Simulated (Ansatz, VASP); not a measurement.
# Two plane-wave programs on LiCl

```
Li Cl
1.0
     0.00000    2.56476    2.62888
     2.56476    0.00000    2.62888
     2.56476    2.56476    0.00000
Li Cl
1 1
Cartesian
  0.0000 0.0000 0.0000
  2.5648 2.5648 2.6289
```

Change from the starting cell: strain +0.000 along x and y, +0.025 along z, atoms carried along.

Alike in both runs: task single point; functional r2SCAN; k mesh 8 × 8 × 8; occupations gaussian, width 0.05 eV; no spin polarisation.

```csv
,VASP,Ansatz
version,VASP 6.6.1,Ansatz 0.2.0
potentials or method,"VASP PAW PBE potentials, release 64 (Li_sv, Cl), cutoff 520 eV","scalar-relativistic, plane waves, PAW"
valence electrons in the cell,10,10
```

```tsv
	VASP	Ansatz	Ansatz less VASP
gap on the k mesh at the Fermi level (eV)	7.10	7.04	-0.065
least direct gap on the mesh (eV)	7.10	7.04	-0.065
```

VASP's potentials were made for PBE, not for r2SCAN.

Noted on VASP's run: the cutoff is short for stress, so the pressure is rough.
